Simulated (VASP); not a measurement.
Write the native input for VASP 6.6.1 that does the following.

| Quantity | Value |
| --- | --- |
| Task | single point |
| Functional | PBEsol |
| Potentials or basis | VASP PAW PBE potentials, release 64 (Na_pv, H, I) |
| Cutoff | 520 eV |
| k mesh | 4 × 4 × 3 |
| Occupations | methfessel-paxton, width 0.0643 eV |
| Spin | no spin polarisation |
| Dipole correction | no |
| Further INCAR settings | ALGO = Normal; EDIFF = 1e-06; NBANDS = 24 |

The structure of NaHI lies in POSCAR:

```
NaHI
1.0
    4.4464879919      0.0000000000      0.0000000000
    0.0000000000      4.4464879919      0.0000000000
    0.0000000000      0.0000000000      6.3378843703
Na H I
2 2 2
Direct
    0.0000000000      0.5000000000      0.1989244944
    0.5000000000      0.0000000000      0.8010755056
    0.0000000000      0.0000000000      0.0000000000
    0.5000000000      0.5000000000      0.0000000000
    0.0000000000      0.5000000000      0.7201039210
    0.5000000000      0.0000000000      0.2798960790
```

These files were run (other wordings do the same):

INCAR

```
SYSTEM = NaHI
ALGO = Normal
EDIFF = 1E-6
ENCUT = 520
GGA = PS
ISIF = 2
ISMEAR = 1
LASPH = .True.
LCHARG = .False.
LREAL = .False.
LWAVE = .False.
NBANDS = 24
NELM = 60
PREC = Accurate
SIGMA = 0.0643
```

KPOINTS

```
k-points
0
Gamma
  4 4 3
  0 0 0
```

Potentials or basis: VASP PAW PBE potentials, release 64 (Na_pv, H, I).

The run is started by

```bash
$ cat potpaw_PBE.64/Na_pv/POTCAR potpaw_PBE.64/H/POTCAR potpaw_PBE.64/I/POTCAR > POTCAR
$ mpirun -np 1 vasp_std > vasp.out
```

It gave:

| Property | Result |
| --- | --- |
| Pressure | 0.0 GPa |
| Band gap on the k mesh | zero (bands 15 and 16 overlap by 0.97 eV) |

Caveat: the PAW data sets were made with another functional, which shifts forces and pressure a little; spin-orbit coupling is left out, which moves the levels of the heavy elements.

Wall time 26 s on 1 thread of Intel(R) Xeon(R) Platinum 8488C (Sapphire Rapids), on a shared host, peak memory 0.25 GiB.
